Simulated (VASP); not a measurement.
# Zn31S33 (a cell with a defect) in VASP: single point with PBEsol

Aim: the single point of Zn31S33 (a cell with a defect) with PBEsol.

All numbers are computed with VASP 6.6.1; they aren't measurements. Logs are shortened: lines on timing, memory, paths and dates and some standing lists are left out, and cuts for length are marked.

### 1 The cell of the first run

The cell holds a defect, 64 atoms: a = 10.713 Å, b = 10.713 Å, c = 10.713 Å, α = 90.00°, β = 90.00°, γ = 90.00°.

### 2 Single point, PBEsol, collinear spin

INCAR reads:

```
PREC = Accurate
ENCUT = 400
EDIFF = 1E-6
ISMEAR = -1
SIGMA = 0.05
LREAL = Auto
LASPH = T
NELM = 200
ALGO = Normal
ISIF = 2
LWAVE = F
LCHARG = F
ISPIN = 2
MAGMOM = 0 0 0 0 0 0 0 0 0 0 0 0 0 0 0 0 0 0 0 0 0 0 0 0 0 0 0 0 0 0 0 0.2 0 0 0 0 0 0 0 0.2 0 0.2 0 0 0 0 0 0 0 0 0.2 0 0 0 0 0 0 0 0 0 0.2 0 0 0
LORBIT = 11
GGA = PS
NBANDS = 327
NELECT = 571.0
ISYM = -1
GGA_COMPAT = F
KPAR = 1
```

KPOINTS reads:

```
explicit points
1
Reciprocal
  0.25000000   0.25000000   0.25000000 1
```

POSCAR reads:

```
Zn31S33
1.0
   10.7125360000      0.0000000000      0.0000000000
    0.0000000000     10.7125360000      0.0000000000
    0.0000000000      0.0000000000     10.7125360000
Zn S
31 33
Direct
    0.0003520000      0.0000940000      0.0005130000
    0.9995880000      0.9992820000      0.5002760000
    0.9996640000      0.4997480000      0.9997890000
    0.0005560000      0.5001320000      0.5005240000
    0.5000480000      0.9993070000      0.9997910000
    0.5003890000      0.0002510000      0.5005470000
    0.5004280000      0.5001400000      0.0006100000
    0.2505000000      0.2501920000      0.0005260000
    0.2480550000      0.2477910000      0.5014980000
    0.2499590000      0.7503000000      0.0009310000
    0.2475390000      0.7532970000      0.5003610000
    0.7506160000      0.2496730000      0.0009290000
    0.7536310000      0.2471980000      0.5003960000
    0.7502890000      0.7499870000      0.9997720000
    0.7516400000      0.7514210000      0.5004790000
    0.2504370000      0.0001620000      0.2506260000
    0.2499400000      0.0005930000      0.7507810000
    0.2482180000      0.5011720000      0.2482630000
    0.2474930000      0.4999550000      0.7536760000
    0.7505950000      0.0005970000      0.2500890000
    0.7502660000      0.9994140000      0.7504770000
    0.7535280000      0.4999270000      0.2476070000
    0.7517040000      0.5001440000      0.7517360000
    0.0004310000      0.2501580000      0.2506290000
    0.0008570000      0.2496460000      0.7507620000
    0.0008590000      0.7503160000      0.2500840000
    0.9996790000      0.7499760000      0.7504490000
    0.5014390000      0.2478760000      0.2481790000
    0.5003060000      0.2471900000      0.7537300000
    0.5001760000      0.7532030000      0.2476710000
    0.5004000000      0.7514260000      0.7517330000
    0.4958760000      0.4957590000      0.4956430000
    0.1251170000      0.1248550000      0.1251680000
    0.1222090000      0.1219140000      0.6257620000
    0.1222180000      0.6253980000      0.1223480000
    0.1251280000      0.6253900000      0.6256810000
    0.6256900000      0.1219270000      0.1222820000
    0.6256550000      0.1248430000      0.6256860000
    0.6255990000      0.6253600000      0.1251840000
    0.6377930000      0.6375110000      0.6379010000
    0.3750040000      0.3747430000      0.1254700000
    0.3582770000      0.3578540000      0.6441170000
    0.3742210000      0.8775530000      0.1227090000
    0.3745100000      0.8754630000      0.6257280000
    0.8778480000      0.3739580000      0.1226910000
    0.8757470000      0.3742570000      0.6257060000
    0.8750270000      0.8747690000      0.1247800000
    0.8763630000      0.8761180000      0.6257240000
    0.3750520000      0.1251370000      0.3750800000
    0.3743690000      0.1223070000      0.8778940000
    0.3580320000      0.6438680000      0.3583360000
    0.3746290000      0.6253360000      0.8757800000
    0.8778380000      0.1222590000      0.3744500000
    0.8750710000      0.1243780000      0.8751420000
    0.8757410000      0.6253180000      0.3747060000
    0.8764570000      0.6251690000      0.8765850000
    0.1254410000      0.3747530000      0.3750620000
    0.1226050000      0.3740390000      0.8778870000
    0.1225500000      0.8775470000      0.3744440000
    0.1246360000      0.8748100000      0.8751720000
    0.6441630000      0.3577240000      0.3583510000
    0.6256480000      0.3743420000      0.8757570000
    0.6255630000      0.8754750000      0.3746570000
    0.6254840000      0.8761420000      0.8765590000
```

Potentials or basis: VASP PAW PBE potentials, release 64 (Zn, S).

On the command line:

```
$ cat potpaw_PBE.64/Zn/POTCAR potpaw_PBE.64/S/POTCAR > POTCAR
$ mpirun -np 4 vasp_std > vasp.out
```

OUTCAR:

```text
PREC = Accurate
   ENCUT = 400
   EDIFF = 1E-6
   ISMEAR = -1
   LREAL = Auto
   LASPH = T
   NELM = 200
   ISIF = 2
   ISPIN = 2
   LORBIT = 11
   GGA = PS
   NELECT = 571.0
   ISYM = -1

 ion  position               nearest neighbor table
   1  0.000  0.000  0.001-  33 2.31  60 2.32  47 2.32  54 2.32
   2  1.000  0.999  0.500-  59 2.29  53 2.29  34 2.29  48 2.30
   3  1.000  0.500  1.000-  45 2.29  58 2.29  35 2.29  56 2.30
   4  0.001  0.500  0.501-  36 2.32  57 2.32  55 2.32  46 2.32
   5  0.500  0.999  1.000-  43 2.29  50 2.29  37 2.29  64 2.30
   6  0.500  0.000  0.501-  38 2.32  49 2.32  63 2.32  44 2.32
[... 56 lines left out ...]
  63  0.626  0.875  0.375-  30 2.32  20 2.32   6 2.32  15 2.33
  64  0.625  0.876  0.877-   5 2.30  21 2.31  14 2.31  31 2.32

IMPORTANT INFORMATION: All symmetrisations will be switched off!
NOSYMM: (Re-)initialisation of all symmetry stuff for point group C_1.

----------------------------------------------------------------------------------------

                                     Primitive cell

  volume of cell :    1229.3538

  direct lattice vectors                    reciprocal lattice vectors
    10.712536000  0.000000000  0.000000000     0.093348578  0.000000000  0.000000000
     0.000000000 10.712536000  0.000000000     0.000000000  0.093348578  0.000000000
     0.000000000  0.000000000 10.712536000     0.000000000  0.000000000  0.093348578

  length of vectors
    10.712536000 10.712536000 10.712536000     0.093348578  0.093348578  0.093348578

  position of ions in fractional coordinates (direct lattice)
     0.000352000  0.000094000  0.000513000
     0.999588000  0.999282000  0.500276000
     0.999664000  0.499748000  0.999789000
     0.000556000  0.500132000  0.500524000
     0.500048000  0.999307000  0.999791000
     0.500389000  0.000251000  0.500547000
[... 56 lines left out ...]
     0.625563000  0.875475000  0.374657000
     0.625484000  0.876142000  0.876559000

  ion indices of the primitive-cell ions
   primitive index   ion index
                 1           1
                 2           2
                 3           3
                 4           4
                 5           5
                 6           6
[... 56 lines left out ...]
                63          63
                64          64

----------------------------------------------------------------------------------------

 KPOINTS: explicit points

Read explicit list of k-points.

 Found      1 k-points:

 Following reciprocal coordinates:
            Coordinates               Weight
  0.250000  0.250000  0.250000      1.000000
   k-points           NKPTS =      1   k-points in BZ     NKDIM =      1   number of bands    NBANDS=    328
   number of dos      NEDOS =    301   number of ions     NIONS =     64
   total plane-waves  NPLWV = 343000
   dimension x,y,z NGX =    70 NGY =   70 NGZ =   70
   dimension x,y,z NGXF=   140 NGYF=  140 NGZF=  140
   ions per type =              31  33
   NGX,Y,Z   is equivalent  to a cutoff of  10.86, 10.86, 10.86 a.u.
   NGXF,Y,Z  is equivalent  to a cutoff of  21.73, 21.73, 21.73 a.u.
 SYSTEM =  unknown system
   PREC   = accura    normal or accurate (medium, high low for compatibility)
   ISTART =      0    job   : 0-new  1-cont  2-samecut
   ICHARG =      2    charge: 1-file 2-atom 10-const
   ISPIN  =      2    spin polarized calculation?
   LNONCOLLINEAR =      F non collinear calculations
   LSORBIT =      F    spin-orbit coupling
   LASPH  =      T    aspherical Exc in radial PAW
   ENCUT  =  400.0 eV  29.40 Ry    5.42 a.u.  17.47 17.47 17.47*2*pi/ulx,y,z
   NELM   =    200;   NELMIN=  2; NELMDL= -5     # of ELM steps
   EDIFF  = 0.1E-05   stopping-criterion for ELM
   LREAL  =      T    real-space projection
   EDIFFG = 0.1E-04   stopping-criterion for IOM
   NSW    =      0    number of steps for IOM
   IBRION =     -1    ionic relax: 0-MD 1-quasi-New 2-CG
   NFREE  =      0    steps in history (QN), initial steepest desc. (CG)
   ISIF   =      2    stress and relaxation
   ISYM   =     -1    0-nonsym 1-usesym 2-fastsym
   POTIM  = 0.5000    time-step for ionic-motion
   TEBEG  =    0.0;   TEEND  =   0.0 temperature during run
   PSTRESS=    0.0 pullay stress
   NELECT =     571.0000    total number of electrons
   NUPDOWN=      -1.0000    fix difference up-down
   EMIN   =  10.00;   EMAX   =-10.00  energy-range for DOS
   EFERMI =   0.00;   METHOD = LEGACY
   ISMEAR =    -1;   SIGMA  =   0.05  broadening in eV -4-tet -1-fermi 0-gaus
   EFERMI_NEDOS =   21; number of points for ismear=-14 and -15
   IALGO  =     38    algorithm
   IMIX   =      4    mixing-type and parameters
     AMIX     =   0.40;   BMIX     =  1.00
     AMIX_MAG =   1.60;   BMIX_MAG =  1.00
  volume/ion in A,a.u.               =      19.21       129.63
  Fermi-wavevector in a.u.,A,eV,Ry     =   1.267831  2.395852 21.869930  1.607395
  Thomas-Fermi vector in A             =   2.400958
   LORBIT       =     11    0 simple, 1 ext, 2 COOP (PROOUT), +10 PAW based schemes
   GGA     = PS    functional components
   LHFCALC =     F    Hartree Fock is set to
   AEXX    =    0.0000 exact exchange contribution
   IVDW    =     0    specifies the selected vdW correction
   LEPSILON=     F    determine dielectric tensor
   LRPA    =     F    only Hartree local field effects (RPA)
 spin polarized calculation
  energy-cutoff  :      400.00
  volume of cell :     1229.35
 maximum number of plane-waves:     22331
 NGX is ok and might be reduce to    70
   NGX = 35   NGY = 35   NGZ = 35

 number of electron     571.0000108 magnetization       2.9980490

 Free energy of the ion-electron system (eV)
  ---------------------------------------------------
  ext. energy  EPLUGINS =         0.00000000
  ---------------------------------------------------
  free energy    TOTEN  =      -236.71900095 eV

  energy without entropy =     -236.71820844  energy(sigma->0) =     -236.71860470

 E-fermi :   4.1543     XC(G=0):  -9.9876

 val. band max:        3.7779436650   @ k =   0.2500   0.2500   0.2500
 cond. band min:       4.5038754961   @ k =   0.2500   0.2500   0.2500
 fundamental gap:      0.7259318311
 Fermi energy:         4.1542831389

 spin component 1

 k-point     1 :       0.2500    0.2500    0.2500
  band No.  band energies     occupation
      1     -10.9957      1.00000
      2     -10.7255      1.00000
      3     -10.6701      1.00000
      4     -10.6698      1.00000
      5     -10.4775      1.00000
      6     -10.4243      1.00000
[... 289 lines left out ...]
    296       6.3184      0.00000
    297       6.3346      0.00000
 Fermi energy:         4.1542831389

 spin component 2

 k-point     1 :       0.2500    0.2500    0.2500
  band No.  band energies     occupation
      1     -10.9520      1.00000
      2     -10.6584      1.00000
      3     -10.6582      1.00000
      4     -10.6179      1.00000
      5     -10.4135      1.00000
      6     -10.4134      1.00000
[... 289 lines left out ...]
    296       6.3332      0.00000
    297       6.3517      0.00000
 [bands above 297 left out]

------------------------ aborting loop because EDIFF is reached ----------------------------------------

  FORCE on cell =-STRESS in cart. coord.  units (eV):
  Direction    XX          YY          ZZ          XY          YZ          ZX
  --------------------------------------------------------------------------------------
  -------------------------------------------------------------------------------------
  Total       15.9998881     15.9996266     15.9991917     -2.4338344     -2.4458372     -2.4472095
  in kB       20.8521406     20.8517998     20.8512330     -3.1719383     -3.1875811     -3.1893696
  external PRESSURE =      20.8517245 kB  Pullay stress =       0.0000000 kB

 VOLUME and BASIS-vectors are now :
 -----------------------------------------------------------------------------
  energy-cutoff  :      400.00
  volume of cell :     1229.35
      direct lattice vectors                 reciprocal lattice vectors
    10.712536000  0.000000000  0.000000000     0.093348578  0.000000000  0.000000000
     0.000000000 10.712536000  0.000000000     0.000000000  0.093348578  0.000000000
     0.000000000  0.000000000 10.712536000     0.000000000  0.000000000  0.093348578

 POSITION                                       TOTAL-FORCE (eV/Angst)
 -----------------------------------------------------------------------------------
      0.00377      0.00101      0.00550        -0.000881      0.000189     -0.000846
     10.70812     10.70484      5.35922         0.001266      0.002955     -0.001079
     10.70894      5.35357     10.71028         0.002547      0.002075      0.001573
      0.00596      5.35768      5.36188        -0.002487     -0.001220     -0.001528
      5.35678     10.70511     10.71030         0.000439      0.004092      0.000755
      5.36044      0.00269      5.36213        -0.000616     -0.000458     -0.001707
[... 56 lines left out ...]
      6.70137      9.37856      4.01353        -0.000498     -0.004743      0.003116
      6.70052      9.38570      9.39017         0.001118      0.002356      0.003719
 -----------------------------------------------------------------------------------
    total drift:                               -0.014723      0.004590     -0.018655

  FREE ENERGIE OF THE ION-ELECTRON SYSTEM (eV)
  ---------------------------------------------------
  free  energy   TOTEN  =      -236.7190009526 eV

  energy  without entropy=     -236.7182084399  energy(sigma->0) =     -236.71860470

 total charge

# of ion       s       p       d       tot
------------------------------------------
    1        0.536   0.510   9.801  10.847
    2        0.548   0.541   9.805  10.893
    3        0.548   0.541   9.805  10.893
    4        0.533   0.503   9.801  10.837
    5        0.548   0.540   9.805  10.893
    6        0.533   0.503   9.801  10.837
[... 56 lines left out ...]
   63        1.309   2.424   0.000   3.733
   64        1.309   2.432   0.000   3.741
--------------------------------------------------
tot         60.069  95.660 303.877 459.606

 magnetization (x)

# of ion       s       p       d       tot
------------------------------------------
    1       -0.000  -0.000   0.000   0.000
    2        0.003   0.004   0.001   0.007
    3        0.003   0.004   0.001   0.007
    4        0.000   0.000   0.000   0.000
    5        0.003   0.004   0.001   0.007
    6        0.000   0.000   0.000   0.000
[... 56 lines left out ...]
   63        0.000  -0.001   0.000  -0.001
   64        0.001   0.007   0.000   0.008
--------------------------------------------------
tot          0.115   1.668   0.046   1.829
```

It took 3.9 min on 4 MPI ranks of Intel Xeon 6975P-C (Granite Rapids), shared host; peak memory 0.44 GiB.

Results:

```
Free energy                                           : -236.7190 eV
Largest force                                         : 0.021 eV/Å
Net moment                                            : 3.00 μB per cell
Site moments                                          : Zn +0.00, +0.01, -0.00 (each value once); S +1.00, +0.00, +0.01, -0.00, +0.18, +0.17 (each value once) μB
Valence electrons inside the program's atomic spheres : Zn 10.85, 10.89, 10.84, 10.86, 10.87 (each value once); S 3.52, 3.73, 3.74, 3.72 (each value once)
```

Forces in eV/Å, atoms in the order of the input:
```
Zn  -0.001  0.000 -0.001
Zn   0.001  0.003 -0.001
Zn   0.003  0.002  0.002
Zn  -0.002 -0.001 -0.002
Zn   0.000  0.004  0.001
Zn  -0.001  0.000 -0.002
Zn   0.000 -0.001 -0.005
Zn  -0.001 -0.001 -0.004
Zn   0.005  0.003 -0.001
Zn   0.001  0.001  0.000
Zn  -0.009  0.011  0.007
Zn   0.000  0.003 -0.001
Zn   0.008 -0.006  0.005
Zn   0.001  0.002 -0.001
Zn  -0.001 -0.002 -0.001
Zn  -0.002  0.001 -0.002
Zn   0.000  0.001 -0.003
Zn  -0.008 -0.005 -0.006
Zn   0.005  0.000 -0.002
Zn   0.000  0.000 -0.001
Zn  -0.002  0.000 -0.003
Zn   0.006  0.001  0.002
Zn   0.001 -0.003 -0.002
Zn   0.000 -0.001 -0.002
Zn   0.002  0.002 -0.004
Zn  -0.001  0.002  0.000
Zn   0.000  0.001 -0.002
Zn  -0.002 -0.002  0.000
Zn   0.002  0.001 -0.001
Zn   0.003  0.010 -0.005
Zn  -0.001 -0.001 -0.002
S   -0.001 -0.013  0.012
S    0.001  0.000  0.006
S   -0.001  0.000  0.001
S    0.002 -0.006 -0.003
S    0.001 -0.007  0.004
S   -0.004  0.001  0.001
S   -0.004 -0.003  0.004
S   -0.003 -0.006  0.009
S   -0.008 -0.007 -0.010
S    0.003  0.001  0.006
S    0.002  0.014 -0.011
S    0.003 -0.004  0.000
S    0.006  0.000  0.000
S   -0.003  0.002  0.001
S    0.003  0.005  0.002
S   -0.002 -0.004  0.004
S    0.005  0.002 -0.003
S   -0.004  0.003  0.000
S   -0.004 -0.003  0.006
S    0.012 -0.006 -0.006
S   -0.003  0.000  0.002
S    0.002 -0.003 -0.001
S   -0.004  0.002  0.001
S   -0.005 -0.001 -0.001
S    0.003  0.003  0.002
S    0.002 -0.002  0.003
S   -0.001 -0.004  0.004
S   -0.001  0.001 -0.001
S    0.004 -0.007 -0.002
S   -0.010  0.017 -0.008
S    0.000 -0.001  0.006
S    0.000 -0.005  0.003
S    0.001  0.002  0.004
```

Caveat: the cell carries a net charge on a neutralising background, which shifts energy and pressure; the cell is charged against a uniform background, so pressure and absolute levels hang on convention; the PAW data sets were made with another functional, which shifts forces and pressure a little.
